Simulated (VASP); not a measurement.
# SiC (Moissanite): single point with LDA

The system is SiC (Moissanite).

```
CELL_PARAMETERS angstrom
3.07600 0.00000 0.00000
-1.53800 2.66389 0.00000
0.00000 0.00000 5.04800
ATOMIC_POSITIONS crystal
Si 0.33333 0.66667 0.00000
Si 0.66667 0.33333 0.50000
C 0.33333 0.66667 0.38500
C 0.66667 0.33333 0.88500
```

- Program: VASP 6.6.1
- Task: single point
- Functional: LDA
- Potentials or basis: VASP PAW LDA potentials, release 64 (Si, C)
- Cutoff: 600 eV
- k mesh: 8 × 8 × 5
- Occupations: fermi-dirac, width 0.1 eV
- Spin: no spin polarisation
- Dipole correction: no
- Further INCAR settings: ALGO = Normal; EDIFF = 1e-06; NBANDS = 16

```
Pressure               : -3.8 GPa
Largest force          : 0.734 eV/Å
Band gap on the k mesh : 2.46 eV, indirect (least direct gap 3.98 eV)
```

Forces on the atoms (eV/Å):
```
Si   0.000  0.000  0.734
Si   0.000  0.000  0.734
C    0.000  0.000 -0.734
C    0.000  0.000 -0.734
```

Stress tensor (GPa, compression positive):
```
-2.33  0.00  0.00
 0.00 -2.33  0.00
 0.00  0.00 -6.60
```

Levels at points of the mesh, in eV from the valence-band top:
```csv
k point,band 6,band 7,band 8,band 9,band 10,band 11
"(0.00, 0.00, 0.00)",-0.27,-0.27,0.00,4.59,6.04,6.40
"(0.50, 0.00, 0.00)",-3.54,-3.29,-1.48,2.49,4.12,6.67
```

Run time: 11 s on 1 thread of Intel(R) Xeon(R) Platinum 8559C (Emerald Rapids), with other jobs on the host, peak memory 0.15 GiB.

A k mesh can miss the band edges.
